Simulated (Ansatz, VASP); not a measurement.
Al: VASP beside Ansatz

INCAR

```
SYSTEM = Al
  PREC = Accurate
  ENCUT = 520
  EDIFF = 1E-6
  ISMEAR = 0
  SIGMA = 0.15
  LREAL = .FALSE.
  LASPH = .TRUE.
  NELM = 80
  ALGO = Fast
  ISIF = 2
  LWAVE = .FALSE.
  LCHARG = .TRUE.
  GGA = PE
  LELF = .TRUE.
  LVHAR = .TRUE.
  NBANDS = 14
```

File KPOINTS:

```
Automatic mesh
0
G
  16 16 5
  0 0 0
```

File POSCAR:

```
Al
1.0
   -1.6174623135      1.6174623135     -1.6174623135
   -1.6174623135     -1.6174623135      1.6174623135
   -0.8087311568      5.9846105601      6.9550879482
Al
4
Direct
   -0.0875000000     -0.3500000000      0.8750000000
    0.4875000000      0.4500000000      0.1250000000
   -0.0375000000     -0.1500000000      0.3750000000
    0.4375000000      0.2500000000      0.6250000000
```

Input for Ansatz:

```yaml
crystal:
  lattice:
    - [-1.6174623135, 1.6174623135, -1.6174623135]
    - [-1.6174623135, -1.6174623135, 1.6174623135]
    - [-0.8087311568, 5.9846105601, 6.9550879482]
  atoms:
    - { symbol: Al, position: [-0.0875, -0.35, 0.875] }
    - { symbol: Al, position: [0.4875, 0.45, 0.125] }
    - { symbol: Al, position: [-0.0375, -0.15, 0.375] }
    - { symbol: Al, position: [0.4375, 0.25, 0.625] }
basis:
  ecutwfc: 420
kpoints:
  mp_grid: { grid: [16, 16, 5] }
hamiltonian:
  xc: pbe
  pseudopotentials: { kind: paw, azcp: { folder: soft_1 } }
scf:
  occupations: { method: gaussian, width: 0.15 }
output:
  forces: true
  stress: true
  eigenvalues: true
```

Alike in both runs: task single point; functional PBE; k mesh 16 × 16 × 5; occupations gaussian, width 0.15 eV; no spin polarisation.

|  | VASP | Ansatz |
| --- | --- | --- |
| version | VASP 6.6.1 | Ansatz 0.2.0 |
| potentials or method | VASP PAW PBE potentials, release 64 (Al), cutoff 520 eV | scalar-relativistic, plane waves, PAW |
| valence electrons in the cell | 12 | 12 |

|  | VASP | Ansatz | Ansatz less VASP |
| --- | --- | --- | --- |
| gap on the k mesh at the Fermi level (eV) | none | none | - |
| pressure (GPa) | 1.3 | 1.3 | 0.00 |
| traceless stress, the component that is largest in VASP (GPa) | 2.35 | 2.35 | 0.000 |
| rms of the force components (eV/Å) | 0.332 | 0.331 | -0.0003 |

Atom by atom the forces differ by 0.000 eV/Å (rms over components). A gap of «none» marks a metal or a gap that the smearing closes.
